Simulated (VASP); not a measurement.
# ZnCu2SnS4: single point with PBEsol

Crystal: ZnCu2SnS4.

```
Cu Zn Sn S
1.0
    -2.68706    2.68706    5.37566
     2.68706   -2.68706    5.37566
     2.68706    2.68706   -5.37566
Cu Zn Sn S
2 1 1 4
Direct
  0.00000 0.00000 0.00000
  0.75000 0.25000 0.50000
  0.25000 0.75000 0.50000
  0.50000 0.50000 0.00000
  0.10155 0.62962 0.99105
  0.37038 0.36142 0.47193
  0.63858 0.11051 0.00895
  0.88949 0.89845 0.52807
```

```
Program             : VASP 6.6.1
Task                : single point
Functional          : PBEsol
Potentials or basis : VASP PAW PBE potentials, release 64 (Cu, Zn, Sn_d, S)
Cutoff              : 520 eV
k mesh              : 6 × 6 × 6
Occupations         : fermi-dirac, width 0.02 eV
Spin                : no spin polarisation
```

The pressure is 0.1 GPa. The largest force is 0.036 eV/Å and the band gap on the k mesh is 0.13 eV.

Forces on the atoms (eV/Å):
```
Cu   0.000  0.000  0.000
Cu   0.000  0.000  0.000
Zn   0.000  0.000  0.000
Sn   0.000  0.000  0.000
S   -0.016  0.028  0.017
S    0.028  0.016 -0.017
S    0.016 -0.028  0.017
S   -0.028 -0.016 -0.017
```

Levels at points of the mesh, in eV from the valence-band top:
```
           k point  band 34  band 35  band 36  band 37  band 38  band 39
(0.00, 0.00, 0.00)    -0.05    -0.05     0.00     0.13     1.79     2.67
(0.50, 0.00, 0.00)    -1.27    -1.16    -0.58     1.57     2.99     3.24
(0.50, 0.50, 0.00)    -0.80    -0.59    -0.45     0.52     2.26     3.04
(0.50, 0.50, 0.50)    -1.27    -0.97    -0.97     1.18     1.83     1.83
```

It took 7.1 min on 1 thread of Intel(R) Xeon(R) Platinum 8488C (Sapphire Rapids) (shared host), peak memory 0.5 GiB.

Caveat: semilocal functionals underestimate gaps, and a narrow one can read as zero; the PAW data sets were made with another functional, which shifts forces and pressure a little; spin-orbit coupling is left out, which moves the levels of the heavy elements. A k mesh can miss the band edges.
